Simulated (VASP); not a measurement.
# Ta (Im-3m) in VASP: a series of runs

The runs below take Ta through single point, with LDA.

Program: VASP 6.6.1. These are calculated values, not measurements. Logs are shortened: lines on timing, memory, paths and dates and some standing lists are left out, and cuts for length are marked.

### Step 1. The cell of the first run

Symmetry: Im-3m, No. 229, cubic system. Conventional cell: a = 3.247 Å, b = 3.247 Å, c = 3.247 Å, α = 90.00°, β = 90.00°, γ = 90.00°. Ta (site symmetry m-3m) has 14 Ta at 2.81 to 3.25 Å within 3.7 Å.

### Step 2. Single point, LDA

The input, INCAR:

```
ALGO     = Normal         # electronic algorithm
EDIFF    = 1E-6           # SCF threshold, eV
ENCUT    = 520            # plane-wave cutoff, eV
ISIF     = 2              # what is computed and relaxed
ISMEAR   = 0              # smearing method
LASPH    = True           # aspherical terms in the spheres
LCHARG   = True           # write CHGCAR
LELF     = True           # ELF
LREAL    = False          # projectors in reciprocal space
LVHAR    = True         
LWAVE    = False          # write WAVECAR
NBANDS   = 12             # bands
NELM     = 60             # most SCF steps
PREC     = Accurate       # precision mode
SIGMA    = 0.1            # smearing width, eV
```

The input, KPOINTS:

```
k-points
0
Gamma
  8 8 8
```

The input, POSCAR:

```
Ta
1.0
   -1.6234893961      1.6234893961      1.6234893961
    1.6234893961     -1.6234893961      1.6234893961
    1.6234893961      1.6234893961     -1.6234893961
Ta
1
Direct
    0.0000000000      0.0000000000      0.0000000000
```

Potentials or basis: VASP PAW LDA potentials, release 64 (Ta_pv).

The run is started by

```
$ cat potpaw_LDA.64/Ta_pv/POTCAR > POTCAR
$ mpirun -np 1 vasp_std > vasp.out
```

OUTCAR:

```text
EDIFF = 1E-6
   ENCUT = 520
   ISIF = 2
   ISMEAR = 0
   LASPH = True
   LREAL = False
   NELM = 60
   PREC = Accurate

 ion  position               nearest neighbor table
   1  0.000  0.000  0.000-

  LATTYP: Found a body centered cubic cell.
 ALAT       =     3.2469787922

  Lattice vectors:

 A1 = (  -1.6234893961,   1.6234893961,   1.6234893961)
 A2 = (   1.6234893961,  -1.6234893961,   1.6234893961)
 A3 = (   1.6234893961,   1.6234893961,  -1.6234893961)

Analysis of symmetry for initial positions (statically):
=====================================================================
 Subroutine PRICEL returns:
 Original cell was already a primitive cell.

 Routine SETGRP: Setting up the symmetry group for a
 body centered cubic supercell.

 Subroutine GETGRP returns: Found 48 space group operations
 (whereof 48 operations were pure point group operations)
 out of a pool of 48 trial point group operations.

The static configuration has the point symmetry O_h .

Analysis of symmetry for dynamics (positions and initial velocities):
=====================================================================
 Subroutine PRICEL returns:
 Original cell was already a primitive cell.

 Routine SETGRP: Setting up the symmetry group for a
 body centered cubic supercell.

 Subroutine GETGRP returns: Found 48 space group operations
 (whereof 48 operations were pure point group operations)
 out of a pool of 48 trial point group operations.

The dynamic configuration has the point symmetry O_h .

 Subroutine INISYM returns: Found 48 space group operations
 (whereof 48 operations are pure point group operations),
 and found     1 'primitive' translations

----------------------------------------------------------------------------------------

                                     Primitive cell

  volume of cell :      17.1162

  direct lattice vectors                    reciprocal lattice vectors
    -1.623489396  1.623489396  1.623489396     0.000000000  0.307978605  0.307978605
     1.623489396 -1.623489396  1.623489396     0.307978605  0.000000000  0.307978605
     1.623489396  1.623489396 -1.623489396     0.307978605  0.307978605  0.000000000

  length of vectors
     2.811966120  2.811966120  2.811966120     0.435547521  0.435547521  0.435547521

  position of ions in fractional coordinates (direct lattice)
     0.000000000  0.000000000  0.000000000

  ion indices of the primitive-cell ions
   primitive index   ion index
                 1           1

----------------------------------------------------------------------------------------

 KPOINTS: k-points

Automatic generation of k-mesh.
 Grid dimensions read from file:
 generate k-points for:    8    8    8

 Generating k-lattice:

  Cartesian coordinates                     Fractional coordinates (reciprocal lattice)
     0.000000000  0.038497326  0.038497326     0.125000000  0.000000000  0.000000000
     0.038497326  0.000000000  0.038497326     0.000000000  0.125000000  0.000000000
     0.038497326  0.038497326  0.000000000     0.000000000  0.000000000  0.125000000

  Length of vectors
     0.054443440  0.054443440  0.054443440

  Shift w.r.t. Gamma in fractional coordinates (k-lattice)
     0.000000000  0.000000000  0.000000000

 Subroutine IBZKPT returns following result:
 ===========================================

 Found     29 irreducible k-points:

 Following reciprocal coordinates:
            Coordinates               Weight
  0.000000  0.000000  0.000000      1.000000
  0.125000  0.000000  0.000000     12.000000
  0.250000  0.000000  0.000000     12.000000
  0.375000  0.000000  0.000000     12.000000
  0.500000  0.000000  0.000000      6.000000
  0.125000  0.125000  0.000000     24.000000
[... 16 lines left out ...]
 -0.250000  0.250000  0.250000      6.000000
 -0.375000  0.375000  0.250000     24.000000
 [... further k-points ...]
   k-points           NKPTS =     29   k-points in BZ     NKDIM =     29   number of bands    NBANDS=     12
   number of dos      NEDOS =    301   number of ions     NIONS =      1
   total plane-waves  NPLWV =  13824
   dimension x,y,z NGX =    24 NGY =   24 NGZ =   24
   dimension x,y,z NGXF=    48 NGYF=   48 NGZF=   48
   ions per type =               1
   NGX,Y,Z   is equivalent  to a cutoff of  14.19, 14.19, 14.19 a.u.
   NGXF,Y,Z  is equivalent  to a cutoff of  28.38, 28.38, 28.38 a.u.
 SYSTEM =  unknown system
   PREC   = accura    normal or accurate (medium, high low for compatibility)
   ISTART =      0    job   : 0-new  1-cont  2-samecut
   ICHARG =      2    charge: 1-file 2-atom 10-const
   ISPIN  =      1    spin polarized calculation?
   LNONCOLLINEAR =      F non collinear calculations
   LSORBIT =      F    spin-orbit coupling
   LASPH  =      T    aspherical Exc in radial PAW
   ENCUT  =  520.0 eV  38.22 Ry    6.18 a.u.   5.23  5.23  5.23*2*pi/ulx,y,z
   NELM   =     60;   NELMIN=  2; NELMDL= -5     # of ELM steps
   EDIFF  = 0.1E-05   stopping-criterion for ELM
   LREAL  =      F    real-space projection
   EDIFFG = 0.1E-04   stopping-criterion for IOM
   NSW    =      0    number of steps for IOM
   IBRION =     -1    ionic relax: 0-MD 1-quasi-New 2-CG
   NFREE  =      0    steps in history (QN), initial steepest desc. (CG)
   ISIF   =      2    stress and relaxation
   ISYM   =      2    0-nonsym 1-usesym 2-fastsym
   POTIM  = 0.5000    time-step for ionic-motion
   TEBEG  =    0.0;   TEEND  =   0.0 temperature during run
   PSTRESS=    0.0 pullay stress
   NELECT =      11.0000    total number of electrons
   NUPDOWN=      -1.0000    fix difference up-down
   EMIN   =  10.00;   EMAX   =-10.00  energy-range for DOS
   EFERMI =   0.00;   METHOD = LEGACY
   ISMEAR =     0;   SIGMA  =   0.10  broadening in eV -4-tet -1-fermi 0-gaus
   EFERMI_NEDOS =   21; number of points for ismear=-14 and -15
   IALGO  =     38    algorithm
   IMIX   =      4    mixing-type and parameters
     AMIX     =   0.40;   BMIX     =  1.00
     AMIX_MAG =   1.60;   BMIX_MAG =  1.00
  volume/ion in A,a.u.               =      17.12       115.51
  Fermi-wavevector in a.u.,A,eV,Ry     =   1.412764  2.669737 27.155895  1.995902
  Thomas-Fermi vector in A             =   2.534479
   LORBIT       =      0    0 simple, 1 ext, 2 COOP (PROOUT), +10 PAW based schemes
   GGA     = CA    functional components
   LHFCALC =     F    Hartree Fock is set to
   AEXX    =    0.0000 exact exchange contribution
   IVDW    =     0    specifies the selected vdW correction
   LEPSILON=     F    determine dielectric tensor
   LRPA    =     F    only Hartree local field effects (RPA)
 non-spin polarized calculation
 Gauss-broadening in eV      SIGMA  =   0.10
  energy-cutoff  :      520.00
  volume of cell :       17.12
 maximum number of plane-waves:       471
 NGX is ok and might be reduce to    24
   NGX = 11   NGY = 11   NGZ = 11

 number of electron      10.9999999 magnetization

 Free energy of the ion-electron system (eV)
  ---------------------------------------------------
  ext. energy  EPLUGINS =         0.00000000
  ---------------------------------------------------
  free energy    TOTEN  =       -12.86741235 eV

  energy without entropy =      -12.86371935  energy(sigma->0) =      -12.86556585

 E-fermi :   5.7586     XC(G=0): -13.0559

 val. band max:        5.7020656943   @ k =   0.2500   0.0000   0.0000
 cond. band min:       5.7894713941   @ k =  -0.2500   0.2500   0.1250
 fundamental gap:      0.0874056998
 Fermi energy:         5.7585768855

 k-point     1 :       0.0000    0.0000    0.0000
  band No.  band energies     occupation
      1     -26.8650      2.00000
      2     -26.8650      2.00000
      3     -26.8650      2.00000
      4      -2.2018      2.00000
      5       6.4978      0.00000
      6       6.4978      0.00000
      7       6.4978      0.00000
      8       9.9426      0.00000
      9       9.9426      0.00000
     10      19.6963      0.00000
     11      21.1425      0.00000
     12      21.1425      0.00000

 k-point     2 :       0.1250    0.0000    0.0000
  band No.  band energies     occupation
      1     -27.0904      2.00000
      2     -26.9336      2.00000
      3     -26.8665      2.00000
      4      -1.4790      2.00000
      5       6.0493      0.00004
      6       6.3151      0.00000
      7       7.2254      0.00000
      8       9.3695      0.00000
      9       9.9554      0.00000
     10      19.6960      0.00000
     11      21.7258      0.00000
     12      22.3978      0.00000

 k-point     3 :       0.2500    0.0000    0.0000
  band No.  band energies     occupation
      1     -27.6056      2.00000
      2     -27.0959      2.00000
      3     -26.8704      2.00000
      4       0.1930      2.00000
      5       5.1321      2.00000
      6       5.7021      1.57582
      7       9.2863      0.00000
      8       9.3349      0.00000
      9      10.1416      0.00000
     10      19.6940      0.00000
     11      21.4776      0.00000
     12      23.4067      0.00000
[... 286 lines left out ...]
 k-point    23 :      -0.2500    0.2500    0.2500
  band No.  band energies     occupation
      1     -27.6348      2.00000
      2     -27.3463      2.00000
      3     -27.3463      2.00000
      4       2.1836      2.00000
      5       4.6963      2.00000
      6       7.1076      0.00000
      7       7.1076      0.00000
      8       9.1175      0.00000
      9      11.1143      0.00000
     10      19.6916      0.00000
     11      21.0497      0.00000
     12      26.2904      0.00000

 k-point    24 :      -0.3750    0.3750    0.2500
  band No.  band energies     occupation
      1     -27.9193      2.00000
      2     -27.5167      2.00000
      3     -27.3906      2.00000
      4       2.9270      2.00000
      5       3.6744      2.00000
      6       7.1134      0.00000
      7       7.8520      0.00000
      8      11.5210      0.00000
      9      11.7339      0.00000
     10      19.6859      0.00000
     11      20.6556      0.00000
     12      23.0669      0.00000

 [... further k-points ...]

------------------------ aborting loop because EDIFF is reached ----------------------------------------

  FORCE on cell =-STRESS in cart. coord.  units (eV):
  Direction    XX          YY          ZZ          XY          YZ          ZX
  --------------------------------------------------------------------------------------
  -------------------------------------------------------------------------------------
  Total        0.1070612      0.1070612      0.1070612     -0.0000000     -0.0000000     -0.0000000
  in kB       10.0215359     10.0215359     10.0215359     -0.0000000     -0.0000000     -0.0000000
  external PRESSURE =      10.0215359 kB  Pullay stress =       0.0000000 kB

 VOLUME and BASIS-vectors are now :
 -----------------------------------------------------------------------------
  energy-cutoff  :      520.00
  volume of cell :       17.12
      direct lattice vectors                 reciprocal lattice vectors
    -1.623489396  1.623489396  1.623489396     0.000000000  0.307978605  0.307978605
     1.623489396 -1.623489396  1.623489396     0.307978605  0.000000000  0.307978605
     1.623489396  1.623489396 -1.623489396     0.307978605  0.307978605  0.000000000

 POSITION                                       TOTAL-FORCE (eV/Angst)
 -----------------------------------------------------------------------------------
      0.00000      0.00000      0.00000         0.000000     -0.000000      0.000000
 -----------------------------------------------------------------------------------
    total drift:                                0.000000      0.000000     -0.000000

  FREE ENERGIE OF THE ION-ELECTRON SYSTEM (eV)
  ---------------------------------------------------
  free  energy   TOTEN  =       -12.8674123501 eV

  energy  without entropy=      -12.8637193496  energy(sigma->0) =      -12.86556585
```

It took 7 s on 1 thread of Intel Xeon 8259CL, shared host; peak memory 0.13 GiB.

Results:

* Free energy: -12.8674 eV
* Pressure: 1.0 GPa
* Band gap on the k mesh: zero (an odd number of electrons rules out a gap without spin polarisation)

Caveat: spin-orbit coupling is left out, which moves the levels of the heavy elements.

[end of part 1 of 2]
